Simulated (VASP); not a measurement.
A run of VASP 6.6.1 is set up as follows.

Contents of INCAR:

```
PREC = Accurate
ENCUT = 520
EDIFF = 1E-6
ISMEAR = -1
SIGMA = 0.05
LREAL = False
LASPH = True
NELM = 60
ALGO = Normal
ISIF = 2
LWAVE = False
LCHARG = True
GGA = RP
LELF = True
LVHAR = True
NBANDS = 44
```

The input KPOINTS:

```
regular mesh
0
Gamma
  7 7 7
```

Contents of POSCAR:

```
SiO2
1.0
    0.0000000000      4.7895940728      7.4696783103
    2.3951806311      0.0000000000      7.4696783103
    2.3951806311      4.7895940728      0.0000000000
Si O
4 8
Direct
    0.9367996480      0.9367996480      0.5632003520
    0.6867996480      0.6867996480      0.3132003520
    0.3132003520      0.3132003520      0.6867996480
    0.5632003520      0.5632003520      0.9367996480
    0.0632791298      0.4367208702      0.0632791298
    0.4367208702      0.0632791298      0.4367208702
    0.8132791298      0.1867208702      0.8132791298
    0.1867208702      0.8132791298      0.1867208702
    0.1250000000      0.6250000000      0.6250000000
    0.6250000000      0.6250000000      0.6250000000
    0.6250000000      0.6250000000      0.1250000000
    0.6250000000      0.1250000000      0.6250000000
```

Potentials or basis: VASP PAW PBE potentials, release 64 (Si, O).

The run is started by

```bash
$ cat potpaw_PBE.64/Si/POTCAR potpaw_PBE.64/O/POTCAR > POTCAR
$ mpirun -np 1 vasp_std > vasp.out
```

Problem. Estimate the pressure.

Solution. -0.3 GPa.

Problem. What does it give for the band gap on the k mesh?

Solution. 5.67 eV.

Problem. Predict the largest force.

Solution. 0.036 eV/Å.

Stress tensor (GPa, compression positive):
```
-0.23  0.00  0.00
 0.00 -0.45  0.00
 0.00  0.00 -0.28
```

Caveat: the PAW data sets were made with another functional, which shifts forces and pressure a little; an odd mesh through Γ misses points on the zone boundary, where band edges can lie.
